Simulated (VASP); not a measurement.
Wanted: the native input for a VASP 6.6.1 run.

| Quantity | Value |
| --- | --- |
| Task | relaxation of cell and atoms |
| Functional | PBE |
| Potentials or basis | VASP PAW PBE potentials, release 64 (Zr_sv, C) |
| Cutoff | 600 eV |
| k mesh | 6 × 6 × 6 |
| Occupations | gaussian, width 0.1 eV |
| Spin | no spin polarisation |
| Dipole correction | no |
| Further INCAR settings | ALGO = Normal; EDIFF = 1e-06; IBRION = 2; EDIFFG = -0.04; NSW = 90; ISIF = 3 |

The structure of ZrC4 lies in POSCAR:

```
ZrC4
1.0
   -2.8867735500      2.8867735500      1.8039429400
    2.8867735500     -2.8867735500      1.8039429400
    2.8867735500      2.8867735500     -1.8039429400
Zr C
1 4
Direct
    0.0000000000      0.0000000000      0.0000000000
    0.5981912200      0.8028434700      0.4010346800
    0.8028434700      0.4018087800      0.2046522500
    0.1971565300      0.5981912200      0.7953477500
    0.4018087800      0.1971565300      0.5989653200
```

The cell was built from a structure type or drawn by symmetry, and may not be a known phase.

One way to write it, as run:

INCAR

```
  ALGO = Normal
  EDIFF = 1E-6
  EDIFFG = -0.04
  ENCUT = 600
  GGA = PE
  IBRION = 2
  ISIF = 3
  ISMEAR = 0
  LASPH = True
  LCHARG = False
  LREAL = False
  LWAVE = False
  NELM = 60
  NSW = 90
  PREC = Accurate
  SIGMA = 0.1
```

KPOINTS

```
k-points
0
Gamma
  6 6 6
```

Potentials or basis: VASP PAW PBE potentials, release 64 (Zr_sv, C).

Command:

```bash
$ cat potpaw_PBE.64/Zr_sv/POTCAR potpaw_PBE.64/C/POTCAR > POTCAR
$ mpirun -np 1 vasp_std > vasp.out
```

It gave:

```
Relaxed volume                        : 9.94 Å³/atom
Relaxed cell                          : a = 4.169 Å, b = 4.169 Å, c = 4.169 Å, α = 99.87°, β = 99.87°, γ = 131.10°
Space group after relaxing (to 0.1 Å) : I4/m (No. 87)
Energy gained by relaxing             : 1157.6 meV/atom
Ionic steps                           : 40
Pressure after relaxing               : -0.3 GPa
Largest force after relaxing          : 0.031 eV/Å
Band gap on the k mesh                : zero (bands 14 and 15 overlap by 2.01 eV)
```

Caveat: the volume moved by over 15 % at a fixed basis, so the end points are rough.

Wall time 47 min on 1 thread of AMD EPYC 7R13, on a shared host, peak memory 0.23 GiB.
